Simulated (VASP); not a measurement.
Write the native input for VASP 6.6.1 that does the following.

* Task: single point
* Functional: PBEsol
* Potentials or basis: VASP PAW PBE potentials, release 64 (Y_sv, S)
* Cutoff: 520 eV
* k mesh: 16 × 16 × 16
* Occupations: gaussian, width 0.15 eV
* Spin: no spin polarisation
* Dipole correction: no
* Further INCAR settings: ALGO = Normal; EDIFF = 1e-06; NBANDS = 16

The structure of YS lies in POSCAR:

```
YS
1.0
    1.4517576321      3.6293940802      3.6293940802
    3.6293940802      1.4517576321      3.6293940802
    3.6293940802      3.6293940802      1.4517576321
Y S
1 1
Direct
    0.5000000000      0.5000000000      0.5000000000
    0.0000000000      0.0000000000      0.0000000000
```

This cell differs from its parent crystal: ratio of the length along [111] to the lengths across it x 2.0, volume and fractional coordinates fixed.

One way to write it, as run:

INCAR

```
SYSTEM = YS
ALGO = Normal
EDIFF = 1E-6
ENCUT = 520
GGA = PS
ISIF = 2
ISMEAR = 0
LASPH = .TRUE.
LCHARG = .FALSE.
LREAL = .FALSE.
LWAVE = .FALSE.
NBANDS = 16
NELM = 60
PREC = Accurate
SIGMA = 0.15
```

KPOINTS

```
k-points
0
G
  16 16 16
  0 0 0
```

Potentials or basis: VASP PAW PBE potentials, release 64 (Y_sv, S).

Launch:

```sh
$ cat potpaw_PBE.64/Y_sv/POTCAR potpaw_PBE.64/S/POTCAR > POTCAR
$ mpirun -np 1 vasp_std > vasp.out
```

It gave:

```json
{
  "Pressure": "0.5 GPa"
}
```

Caveat: the PAW data sets were made with another functional, which shifts forces and pressure a little.

Wall time 18 min on 1 thread of Oxide Virtual Turin-like Processor, with other jobs on the host, peak memory 0.46 GiB.
